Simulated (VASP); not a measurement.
Wanted: the native input for a VASP 6.6.1 run.

| Property | Result |
| --- | --- |
| Task | single point |
| Functional | r2SCAN |
| Potentials or basis | VASP PAW PBE potentials, release 64 (Ca_sv, F) |
| Cutoff | 660 eV |
| k mesh | 8 × 8 × 8 |
| Occupations | gaussian, width 0.02 eV |
| Spin | no spin polarisation |
| Dipole correction | no |
| Further INCAR settings | ALGO = Normal; EDIFF = 1e-06; NBANDS = 19 |

Crystal: CaF2.

```
CELL_PARAMETERS angstrom
0.00000 2.71017 2.71017
2.71017 0.00000 2.71017
2.71017 2.71017 0.00000
ATOMIC_POSITIONS crystal
Ca 0.00000 0.00000 0.00000
F 0.25000 0.25000 0.25000
F 0.75000 0.75000 0.75000
```

The input as run:

POSCAR

```
CaF2
1.0
    0.0000000000      2.7101721594      2.7101721594
    2.7101721594      0.0000000000      2.7101721594
    2.7101721594      2.7101721594      0.0000000000
Ca F
1 2
Direct
    0.0000000000      0.0000000000      0.0000000000
    0.2500000000      0.2500000000      0.2500000000
    0.7500000000      0.7500000000      0.7500000000
```

INCAR.step1

```
  PREC = Accurate
  ENCUT = 660
  ISMEAR = 0
  SIGMA = 0.02
  LREAL = False
  LASPH = True
  NELM = 120
  NBANDS = 19
  GGA = PE
  ALGO = Normal
  EDIFF = 1E-5
  LWAVE = True
  LCHARG = False
  GGA_COMPAT = False
```

INCAR.step2

```
  PREC = Accurate
  ENCUT = 660
  EDIFF = 1E-6
  ISMEAR = 0
  SIGMA = 0.02
  LREAL = False
  LASPH = True
  NELM = 120
  ALGO = Normal
  ISIF = 2
  LWAVE = False
  LCHARG = True
  METAGGA = R2SCAN
  LMIXTAU = True
  LELF = True
  LVHAR = True
  NBANDS = 19
  ISTART = 1
  GGA_COMPAT = False
```

KPOINTS

```
regular mesh
0
Gamma
  8 8 8
```

Potentials or basis: VASP PAW PBE potentials, release 64 (Ca_sv, F).

The run is started by

```console
$ cat potpaw_PBE.64/Ca_sv/POTCAR potpaw_PBE.64/F/POTCAR > POTCAR
$ cp INCAR.step1 INCAR
$ mpirun -np 1 vasp_std > vasp.out
$ cp INCAR.step2 INCAR
$ mpirun -np 1 vasp_std > vasp.out
```

Results of the run:

The pressure is 1.4 GPa and the band gap on the k mesh is 8.09 eV (least direct gap 8.35 eV).

Caveat: the PAW data sets were made with another functional, which shifts forces and pressure a little.

It took 2.6 min on 1 thread of Intel Xeon 8259CL, on a shared host, peak memory 0.17 GiB.
